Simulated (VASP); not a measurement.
# HgPt (P4/mmm) in VASP: further runs, part 2 of 2

VASP 6.6.1. Earlier steps stand in the parts before.

### Step 3. Electric field gradients, LDA

The input, INCAR:

```
ALGO = Normal ; EDIFF = 1E-8
ENCUT = 520 ; ISIF = 2
ISMEAR = -1 ; LASPH = True
LCHARG = False ; LEFG = True
LREAL = False ; LWAVE = False
NBANDS = 18 ; NELM = 60
PREC = Accurate ; SIGMA = 0.05
```

The input, KPOINTS:

```
k-points
0
Gamma
  10 10 8
```

The input, POSCAR:

```
HgPt
1.0
    2.9710000000      0.0000000000      0.0000000000
    0.0000000000      2.9710000000      0.0000000000
    0.0000000000      0.0000000000      3.8250000000
Hg Pt
1 1
Direct
    0.0000000000      0.0000000000      0.0000000000
    0.5000000000      0.5000000000      0.5000000000
```

Potentials or basis: VASP PAW LDA potentials, release 64 (Hg, Pt).

Run with:

```bash
cat potpaw_LDA.64/Hg/POTCAR potpaw_LDA.64/Pt/POTCAR > POTCAR
mpirun -np 1 vasp_std > vasp.out
```

OUTCAR:

```text
EDIFF = 1E-8
   ENCUT = 520
   ISIF = 2
   ISMEAR = -1
   LASPH = True
   LREAL = False
   NELM = 60
   PREC = Accurate

 ion  position               nearest neighbor table
   1  0.000  0.000  0.000-   2 2.84   2 2.84   2 2.84   2 2.84   2 2.84   2 2.84   2 2.84   2 2.84

   2  0.500  0.500  0.500-   1 2.84   1 2.84   1 2.84   1 2.84   1 2.84   1 2.84   1 2.84   1 2.84

  LATTYP: Found a simple tetragonal cell.
 ALAT       =     2.9710000000
 C/A-ratio  =     1.2874453046

  Lattice vectors:

 A1 = (   2.9710000000,   0.0000000000,   0.0000000000)
 A2 = (   0.0000000000,   2.9710000000,   0.0000000000)
 A3 = (   0.0000000000,   0.0000000000,   3.8250000000)

[... 715 lines left out ...]
  free  energy   TOTEN  =        -8.5363312324 eV

  energy  without entropy=       -8.5332777461  energy(sigma->0) =       -8.53480449

 Electric field gradients (V/A^2)
---------------------------------------------------------------------
 ion       V_xx      V_yy      V_zz      V_xy      V_xz      V_yz
---------------------------------------------------------------------
   1      50.057    50.057  -100.113    -0.000    -0.000    -0.000
   2     -50.110   -50.110   100.220     0.000    -0.000     0.000
---------------------------------------------------------------------

 Electric field gradients after diagonalization (V/A^2)
 (convention: |V_zz| > |V_xx| > |V_yy|)
----------------------------------------------------------------------
 ion       V_xx      V_yy      V_zz     asymmetry (V_yy - V_xx)/ V_zz
----------------------------------------------------------------------
   1      50.057    50.057  -100.113       0.000
   2     -50.110   -50.110   100.220       0.000
----------------------------------------------------------------------

           NMR quadrupolar parameters

 Cq : quadrupolar parameter    Cq=e*Q*V_zz/h
 eta: asymmetry parameters     (V_yy - V_xx)/ V_zz
 Q  : nuclear electric quadrupole moment in mb (millibarn)
----------------------------------------------------------------------
 ion       Cq(MHz)       eta       Q (mb)
----------------------------------------------------------------------
   1      -0.242       0.000       1.000
   2       0.242       0.000       1.000
----------------------------------------------------------------------
```

OSZICAR:

```text
N       E                     dE             d eps       ncg     rms          rms(c)
DAV:   1     0.147997786624E+03    0.14800E+03   -0.11897E+04  3924   0.121E+03
DAV:   2    -0.571371874771E+01   -0.15371E+03   -0.14596E+03  3946   0.295E+02
DAV:   3    -0.890919267485E+01   -0.31955E+01   -0.31815E+01  4404   0.471E+01
DAV:   4    -0.892124173364E+01   -0.12049E-01   -0.12047E-01  4174   0.266E+00
DAV:   5    -0.892134855774E+01   -0.10682E-03   -0.10682E-03  4268   0.281E-01    0.140E+01
DAV:   6    -0.859482350146E+01    0.32653E+00   -0.44666E-01  4434   0.102E+01    0.939E+00
DAV:   7    -0.854248493916E+01    0.52339E-01   -0.19488E-01  4174   0.380E+00    0.220E+00
DAV:   8    -0.853698910541E+01    0.54958E-02   -0.28915E-02  4046   0.145E+00    0.527E-01
DAV:   9    -0.853635276172E+01    0.63634E-03   -0.24283E-03  4014   0.686E-01    0.138E-01
DAV:  10    -0.853633571819E+01    0.17044E-04   -0.12166E-04  4112   0.890E-02    0.533E-02
DAV:  11    -0.853633130417E+01    0.44140E-05   -0.15877E-05  4066   0.344E-02    0.421E-03
DAV:  12    -0.853633123808E+01    0.66092E-07   -0.94495E-07  4136   0.119E-02    0.612E-03
DAV:  13    -0.853633123237E+01    0.57078E-08   -0.75846E-08  4248   0.375E-03
   1 F= -.85363312E+01 E0= -.85348045E+01  d E =-.305349E-02
```

stdout:

```text
POSCAR found type information on POSCAR HgPt
 POSCAR found :  2 types and       2 ions
 scaLAPACK will be used
 LDA part: xc-table for (Slater(with rela. corr.)+CA(PZ))
 , standard interpolation
 POSCAR, INCAR and KPOINTS ok, starting setup
 FFT: planning ... GRIDC
 FFT: planning ... GRID_SOFT
 FFT: planning ... GRID
 WAVECAR not read
 entering main loop
ion   1

ion   2
```

Wall time 79 s (1 thread of Oxide Virtual Turin-like, shared host); peak memory 0.15 GiB.

What came out:

* Free energy: -8.5363 eV
* Pressure: 0.4 GPa
* Band gap on the k mesh: zero (bands 11 and 12 overlap by 3.92 eV)
* Largest electric field gradient by atom: Hg -100.1; Pt +100.2 V/Å²

Stress tensor (GPa, compression positive):
```
0.21 0.00 0.00
0.00 0.21 0.00
0.00 0.00 0.89
```

Electric field gradients, principal values (V/Å²):
```tsv
atom	least	middle	greatest (by size)
1 Hg	50.057	50.057	-100.113
2 Pt	-50.110	-50.110	100.220
```

Caveat: without QUAD_EFG the Cq values of the log hold for a quadrupole moment of 1 mb, not for the nuclei; spin-orbit coupling is left out, which moves the levels of the heavy elements.
